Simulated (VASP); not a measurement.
Ga3Se, 4 atoms in the cell. Symmetry: Pm-3m, No. 221, cubic system. Conventional cell: a = 4.432 Å, b = 4.432 Å, c = 4.432 Å, α = 90.00°, β = 90.00°, γ = 90.00°. Ga (site symmetry 4/mmm) has 8 Ga at 3.13 Å and 4 Se at 3.13 Å within 4.1 Å. Within 4.1 Å of Se (site symmetry m-3m) lie 12 Ga at 3.13 Å. 

```yaml
Program: VASP 6.6.1
Task: single point
Functional: PBE
Potentials_or_basis: VASP PAW PBE potentials, release 64 (Ga_d, Se)
Cutoff: 520 eV
k_mesh: 8 × 8 × 8
Occupations: gaussian, width 0.1 eV
Spin: no spin polarisation
Dipole_correction: no
Further_INCAR_settings: ALGO = Normal; EDIFF = 1e-07; NBANDS = 30
```

Potentials or basis: VASP PAW PBE potentials, release 64 (Ga_d, Se).

The run is started by

```bash
$ cat potpaw_PBE.64/Ga_d/POTCAR potpaw_PBE.64/Se/POTCAR > POTCAR
$ mpirun -np 1 vasp_std > vasp.out
```

Hardware: 1 thread of Intel(R) Xeon(R) Platinum 8488C (Sapphire Rapids), on a shared host.

Question: How long does it take, and how much memory?

Answer: Wall time 60 s on 1 thread of Intel(R) Xeon(R) Platinum 8488C (Sapphire Rapids), on a shared host, peak memory 0.24 GiB. Counts: scf iterations 14, k points 35.
